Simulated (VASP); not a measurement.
# Ga3Se (P4mm) in VASP: notebook

Ga3Se is run at these levels: PBEsol+D3(BJ); tasks: single point.

All numbers are computed with VASP 6.6.1; they aren't measurements. Logs are shortened: lines on timing, memory, paths and dates and some standing lists are left out, and cuts for length are marked.

## Step 1: The cell of the first run

The structure is tetragonal, space group P4mm (No. 99). Conventional cell: a = 4.225 Å, b = 4.225 Å, c = 4.225 Å, α = 90.00°, β = 90.00°, γ = 90.00°. Ga (site symmetry 2mm) has 4 Se at 2.92 to 3.06 Å and 8 Ga at 2.99 Å within 3.8 Å. Within 3.9 Å of Ga (site symmetry 4mm) lie 8 Ga at 2.99 Å and 4 Se at 2.99 Å. Se (site symmetry 4mm) has 12 Ga at 2.92 to 3.06 Å within 3.8 Å.

## Step 2: Single point, PBEsol+D3(BJ) (atom 4 (Se) moved +0.100 Å along Cartesian [0 1 0])

INCAR

```
PREC = Accurate
ENCUT = 520
EDIFF = 1E-7
ISMEAR = 0
SIGMA = 0.15
LREAL = False
LASPH = True
NELM = 60
ALGO = Normal
ISIF = 2
LWAVE = False
LCHARG = False
GGA = PS
IVDW = 12
NBANDS = 30
```

KPOINTS

```
Automatic mesh
0
Gamma
  12 12 12
```

POSCAR

```
Ga3Se
1.0
    4.2249181734      0.0000000000      0.0000000000
    0.0000000000      4.2249181734      0.0000000000
    0.0000000000      0.0000000000      4.2249181734
Ga Se
3 1
Direct
    0.0000000000      0.5000000000      0.5000000000
    0.5000000000      0.0000000000      0.5000000000
    0.5000000000      0.5000000000      0.0000000000
    0.0000000000      0.0236690975      0.0000000000
```

Potentials or basis: VASP PAW PBE potentials, release 64 (Ga_d, Se).

Run with:

```bash
$ cat potpaw_PBE.64/Ga_d/POTCAR potpaw_PBE.64/Se/POTCAR > POTCAR
$ mpirun -np 1 vasp_std > vasp.out
```

OUTCAR:

```text
PREC = Accurate
   ENCUT = 520
   EDIFF = 1E-7
   ISMEAR = 0
   LREAL = False
   LASPH = True
   NELM = 60
   ISIF = 2
   GGA = PS
   IVDW = 12
 IVDW          = 12

 ion  position               nearest neighbor table
   1  0.000  0.500  0.500-
   2  0.500  0.000  0.500-
   3  0.500  0.500  0.000-
   4  0.000  0.024  0.000-

  LATTYP: Found a simple cubic cell.
 ALAT       =     4.2249181734

  Lattice vectors:

 A1 = (   4.2249181734,   0.0000000000,   0.0000000000)
 A2 = (   0.0000000000,   4.2249181734,   0.0000000000)
 A3 = (   0.0000000000,   0.0000000000,   4.2249181734)

Analysis of symmetry for initial positions (statically):
=====================================================================
 Subroutine PRICEL returns:
 Original cell was already a primitive cell.

 Routine SETGRP: Setting up the symmetry group for a
 simple cubic supercell.

 Subroutine GETGRP returns: Found  8 space group operations
 (whereof  8 operations were pure point group operations)
 out of a pool of 48 trial point group operations.

The static configuration has the point symmetry C_4v.

Analysis of symmetry for dynamics (positions and initial velocities):
=====================================================================
 Subroutine PRICEL returns:
 Original cell was already a primitive cell.

 Routine SETGRP: Setting up the symmetry group for a
 simple cubic supercell.

 Subroutine GETGRP returns: Found  8 space group operations
 (whereof  8 operations were pure point group operations)
 out of a pool of 48 trial point group operations.

The dynamic configuration has the point symmetry C_4v.

 Subroutine INISYM returns: Found  8 space group operations
 (whereof  8 operations are pure point group operations),
 and found     1 'primitive' translations

----------------------------------------------------------------------------------------

                                     Primitive cell

  volume of cell :      75.4145

  direct lattice vectors                    reciprocal lattice vectors
     4.224918173  0.000000000  0.000000000     0.236690975  0.000000000  0.000000000
     0.000000000  4.224918173  0.000000000     0.000000000  0.236690975  0.000000000
     0.000000000  0.000000000  4.224918173     0.000000000  0.000000000  0.236690975

  length of vectors
     4.224918173  4.224918173  4.224918173     0.236690975  0.236690975  0.236690975

  position of ions in fractional coordinates (direct lattice)
     0.000000000  0.500000000  0.500000000
     0.500000000  0.000000000  0.500000000
     0.500000000  0.500000000  0.000000000
     0.000000000  0.023669097  0.000000000

  ion indices of the primitive-cell ions
   primitive index   ion index
                 1           1
                 2           2
                 3           3
                 4           4

----------------------------------------------------------------------------------------

 KPOINTS: Automatic mesh

Automatic generation of k-mesh.
 Grid dimensions read from file:
 generate k-points for:   12   12   12

 Generating k-lattice:

  Cartesian coordinates                     Fractional coordinates (reciprocal lattice)
     0.019724248  0.000000000  0.000000000     0.083333333  0.000000000  0.000000000
     0.000000000  0.019724248  0.000000000     0.000000000  0.083333333  0.000000000
     0.000000000  0.000000000  0.019724248     0.000000000  0.000000000  0.083333333

  Length of vectors
     0.019724248  0.019724248  0.019724248

  Shift w.r.t. Gamma in fractional coordinates (k-lattice)
     0.000000000  0.000000000  0.000000000

 Subroutine IBZKPT returns following result:
 ===========================================

 Found    196 irreducible k-points:

 Following reciprocal coordinates:
            Coordinates               Weight
  0.000000  0.000000  0.000000      1.000000
  0.083333  0.000000  0.000000      4.000000
  0.000000  0.083333  0.000000      2.000000
  0.166667  0.000000  0.000000      4.000000
  0.000000  0.166667  0.000000      2.000000
  0.250000  0.000000  0.000000      4.000000
[... 16 lines left out ...]
  0.000000  0.333333  0.083333      8.000000
  0.083333  0.000000  0.333333      8.000000
 [... further k-points ...]
   k-points           NKPTS =    196   k-points in BZ     NKDIM =    196   number of bands    NBANDS=     30
   number of dos      NEDOS =    301   number of ions     NIONS =      4
   total plane-waves  NPLWV =  32768
   dimension x,y,z NGX =    32 NGY =   32 NGZ =   32
   dimension x,y,z NGXF=    64 NGYF=   64 NGZF=   64
   ions per type =               3   1
   NGX,Y,Z   is equivalent  to a cutoff of  12.59, 12.59, 12.59 a.u.
   NGXF,Y,Z  is equivalent  to a cutoff of  25.18, 25.18, 25.18 a.u.
 SYSTEM =  unknown system
   PREC   = accura    normal or accurate (medium, high low for compatibility)
   ISTART =      0    job   : 0-new  1-cont  2-samecut
   ICHARG =      2    charge: 1-file 2-atom 10-const
   ISPIN  =      1    spin polarized calculation?
   LNONCOLLINEAR =      F non collinear calculations
   LSORBIT =      F    spin-orbit coupling
   LASPH  =      T    aspherical Exc in radial PAW
   ENCUT  =  520.0 eV  38.22 Ry    6.18 a.u.   7.86  7.86  7.86*2*pi/ulx,y,z
   NELM   =     60;   NELMIN=  2; NELMDL= -5     # of ELM steps
   EDIFF  = 0.1E-06   stopping-criterion for ELM
   LREAL  =      F    real-space projection
   EDIFFG = 0.1E-05   stopping-criterion for IOM
   NSW    =      0    number of steps for IOM
   IBRION =     -1    ionic relax: 0-MD 1-quasi-New 2-CG
   NFREE  =      0    steps in history (QN), initial steepest desc. (CG)
   ISIF   =      2    stress and relaxation
   ISYM   =      2    0-nonsym 1-usesym 2-fastsym
   POTIM  = 0.5000    time-step for ionic-motion
   TEBEG  =    0.0;   TEEND  =   0.0 temperature during run
   PSTRESS=    0.0 pullay stress
   NELECT =      45.0000    total number of electrons
   NUPDOWN=      -1.0000    fix difference up-down
   EMIN   =  10.00;   EMAX   =-10.00  energy-range for DOS
   EFERMI =   0.00;   METHOD = LEGACY
   ISMEAR =     0;   SIGMA  =   0.15  broadening in eV -4-tet -1-fermi 0-gaus
   EFERMI_NEDOS =   21; number of points for ismear=-14 and -15
   IALGO  =     38    algorithm
   IMIX   =      4    mixing-type and parameters
     AMIX     =   0.40;   BMIX     =  1.00
     AMIX_MAG =   1.60;   BMIX_MAG =  1.00
  volume/ion in A,a.u.               =      18.85       127.23
  Fermi-wavevector in a.u.,A,eV,Ry     =   1.378248  2.604511 25.845185  1.899568
  Thomas-Fermi vector in A             =   2.503327
   LORBIT       =      0    0 simple, 1 ext, 2 COOP (PROOUT), +10 PAW based schemes
   GGA     = PS    functional components
   LHFCALC =     F    Hartree Fock is set to
   AEXX    =    0.0000 exact exchange contribution
   IVDW    =    12    specifies the selected vdW correction
   LEPSILON=     F    determine dielectric tensor
   LRPA    =     F    only Hartree local field effects (RPA)
 non-spin polarized calculation
 Gauss-broadening in eV      SIGMA  =   0.15
  energy-cutoff  :      520.00
  volume of cell :       75.41
 maximum number of plane-waves:      2054
 NGX is ok and might be reduce to    32
   NGX = 15   NGY = 15   NGZ = 15

 number of electron      44.9999975 magnetization

 Free energy of the ion-electron system (eV)
  ---------------------------------------------------
  ext. energy  EPLUGINS =         0.00000000
  ---------------------------------------------------
  free energy    TOTEN  =       -14.00148727 eV

  energy without entropy =      -13.98379796  energy(sigma->0) =      -13.99264261

 E-fermi :   5.8572     XC(G=0): -11.1024

 val. band max:        5.8537328140   @ k =   0.1667   0.0000   0.1667
 cond. band min:       5.8575756128   @ k =   0.3333   0.0833   0.4167
 fundamental gap:      0.0038427988
 Fermi energy:         5.8571957079

 k-point     1 :       0.0000    0.0000    0.0000
  band No.  band energies     occupation
      1      -9.3185      2.00000
      2      -9.1999      2.00000
      3      -9.1983      2.00000
      4      -9.1983      2.00000
      5      -9.1298      2.00000
      6      -9.1269      2.00000
[... 22 lines left out ...]
     29      12.2469      0.00000
     30      13.1648      0.00000

 k-point     2 :       0.0833    0.0000    0.0000
  band No.  band energies     occupation
      1      -9.3079      2.00000
      2      -9.1969      2.00000
      3      -9.1951      2.00000
      4      -9.1934      2.00000
      5      -9.1275      2.00000
      6      -9.1245      2.00000
[... 22 lines left out ...]
     29      12.5173      0.00000
     30      13.2056      0.00000

 k-point     3 :       0.0000    0.0833    0.0000
  band No.  band energies     occupation
      1      -9.3078      2.00000
      2      -9.1986      2.00000
      3      -9.1934      2.00000
      4      -9.1934      2.00000
      5      -9.1290      2.00000
      6      -9.1229      2.00000
[... 22 lines left out ...]
     29      12.5179      0.00000
     30      13.2073      0.00000

 k-point     4 :       0.1667    0.0000    0.0000
  band No.  band energies     occupation
      1      -9.2783      2.00000
      2      -9.1932      2.00000
      3      -9.1808      2.00000
      4      -9.1792      2.00000
      5      -9.1245      2.00000
      6      -9.1137      2.00000
[... 22 lines left out ...]
     29      13.0619      0.00000
     30      13.3456      0.00000

 k-point     5 :       0.0000    0.1667    0.0000
  band No.  band energies     occupation
      1      -9.2782      2.00000
      2      -9.1950      2.00000
      3      -9.1793      2.00000
      4      -9.1793      2.00000
      5      -9.1265      2.00000
      6      -9.1116      2.00000
[... 22 lines left out ...]
     29      13.0679      0.00000
     30      13.3479      0.00000
[... 526 lines left out ...]
     29      13.3448      0.00000
     30      13.7357      0.00000

 k-point    22 :       0.3333    0.0833    0.0000
  band No.  band energies     occupation
      1      -9.1859      2.00000
      2      -9.1780      2.00000
      3      -9.1271      2.00000
      4      -9.1269      2.00000
      5      -9.1133      2.00000
      6      -9.0742      2.00000
[... 22 lines left out ...]
     29      12.5673      0.00000
     30      13.0697      0.00000

 k-point    23 :       0.0000    0.3333    0.0833
  band No.  band energies     occupation
      1      -9.1865      2.00000
      2      -9.1802      2.00000
      3      -9.1268      2.00000
      4      -9.1264      2.00000
      5      -9.1147      2.00000
      6      -9.0716      2.00000
[... 22 lines left out ...]
     29      12.5725      0.00000
     30      13.0753      0.00000

 k-point    24 :       0.0833    0.0000    0.3333
  band No.  band energies     occupation
      1      -9.1865      2.00000
      2      -9.1774      2.00000
      3      -9.1289      2.00000
      4      -9.1255      2.00000
      5      -9.1130      2.00000
      6      -9.0740      2.00000
[... 22 lines left out ...]
     29      12.5677      0.00000
     30      13.0674      0.00000

 [... further k-points ...]

------------------------ aborting loop because EDIFF is reached ----------------------------------------

 Edisp (eV)   -1.29476

 E8    (eV) :    -0.8763

  FORCE on cell =-STRESS in cart. coord.  units (eV):
  Direction    XX          YY          ZZ          XY          YZ          ZX
  --------------------------------------------------------------------------------------
  -------------------------------------------------------------------------------------
  Total       0.16095     0.09210     0.16095     0.00000     0.00000     0.00000
  in kB       3.41932     1.95666     3.41932     0.00000     0.00000     0.00000
  external pressure =        2.93 kB  Pullay stress =        0.00 kB

 VOLUME and BASIS-vectors are now :
 -----------------------------------------------------------------------------
  energy-cutoff  :      520.00
  volume of cell :       75.41
      direct lattice vectors                 reciprocal lattice vectors
     4.224918173  0.000000000  0.000000000     0.236690975  0.000000000  0.000000000
     0.000000000  4.224918173  0.000000000     0.000000000  0.236690975  0.000000000
     0.000000000  0.000000000  4.224918173     0.000000000  0.000000000  0.236690975

 POSITION                                       TOTAL-FORCE (eV/Angst)
 -----------------------------------------------------------------------------------
      0.00000      2.11246      2.11246         0.000000      0.120148     -0.000000
      2.11246      0.00000      2.11246         0.000000     -0.130040     -0.000000
      2.11246      2.11246      0.00000         0.000000      0.120148     -0.000000
      0.00000      0.10000      0.00000        -0.000000     -0.110257      0.000000
 -----------------------------------------------------------------------------------
    total drift:                                0.000000      0.000005     -0.000000

  FREE ENERGIE OF THE ION-ELECTRON SYSTEM (eV)
  ---------------------------------------------------
  free  energy   TOTEN  =       -15.2962427597 eV

  energy  without entropy=      -15.2785534480  energy(sigma->0) =      -15.28739810
```

It took 2 min on 1 thread of Intel Xeon 6975P-C (Granite Rapids), shared host; peak memory 0.46 GiB.

What came out:

| Item | Value |
| --- | --- |
| Free energy | -15.2962 eV |
| Pressure | 0.3 GPa |
| Largest force | 0.130 eV/Å |
| Band gap on the k mesh | zero (an odd number of electrons rules out a gap without spin polarisation) |
| Dispersion energy per atom | -0.324 eV |

Forces in eV/Å, atoms in the order of the input:
```
Ga   0.000  0.120  0.000
Ga   0.000 -0.130  0.000
Ga   0.000  0.120  0.000
Se   0.000 -0.110  0.000
```

Caveat: the cell differs from its parent crystal (atom 4 (Se) moved +0.100 Å along Cartesian [0 1 0]); the PAW data sets were made with another functional, which shifts forces and pressure a little.

## Step 3: Single point, PBEsol+D3(BJ) (atom 4 (Se) moved +0.033 Å along Cartesian [0 1 0])

Changes to INCAR since step 2:

```diff
@@ -2,3 +2,3 @@
 ENCUT = 520
-EDIFF = 1E-7
+EDIFF = 1E-6
 ISMEAR = 0
@@ -7,3 +7,3 @@
 LASPH = True
-NELM = 60
+NELM = 80
 ALGO = Normal
```

KPOINTS is that of step 2.

Changes to POSCAR since step 2:

```diff
@@ -11,2 +11,2 @@
     0.5000000000      0.5000000000      0.0000000000
-    0.0000000000      0.0236690975      0.0000000000
+    0.0000000000      0.0078818095      0.0000000000
```

Potentials or basis: VASP PAW PBE potentials, release 64 (Ga_d, Se).

Run with:

```bash
$ cat potpaw_PBE.64/Ga_d/POTCAR potpaw_PBE.64/Se/POTCAR > POTCAR
$ mpirun -np 1 vasp_std > vasp.out
```

It took 1.8 min on 1 thread of Intel Xeon 6975P-C (Granite Rapids), shared host; peak memory 0.46 GiB.

It converged, with:

```
Free energy                : -15.3011 eV
Pressure                   : 0.3 GPa
Largest force              : 0.043 eV/Å
Band gap on the k mesh     : zero (an odd number of electrons rules out a gap without spin polarisation)
Dispersion energy per atom : -0.324 eV
```

Forces on the atoms (eV/Å):
```
Ga   0.000  0.040  0.000
Ga   0.000 -0.043  0.000
Ga   0.000  0.040  0.000
Se   0.000 -0.036  0.000
```

Levels at points of the mesh, in eV from the Fermi level:
| k point | band 20 | band 21 | band 22 | band 23 | band 24 | band 25 |
| --- | --- | --- | --- | --- | --- | --- |
| (0.00, 0.00, 0.00) | -4.42 | -2.68 | -2.68 | 1.78 | 1.78 | 1.78 |
| (0.50, 0.00, 0.00) | -3.30 | -1.67 | -1.20 | -0.56 | -0.55 | 0.83 |
| (0.00, 0.50, 0.00) | -3.30 | -1.67 | -1.19 | -0.56 | -0.56 | 0.83 |
| (0.50, 0.50, 0.00) | -2.53 | -0.99 | -0.44 | -0.44 | 1.52 | 1.52 |
| (0.50, 0.00, 0.50) | -2.54 | -0.98 | -0.44 | -0.44 | 1.52 | 1.52 |
| (0.50, 0.50, 0.50) | -5.26 | -5.25 | -5.25 | -4.12 | 4.63 | 4.63 |

Caveat: the cell differs from its parent crystal (atom 4 (Se) moved +0.033 Å along Cartesian [0 1 0]); the PAW data sets were made with another functional, which shifts forces and pressure a little.
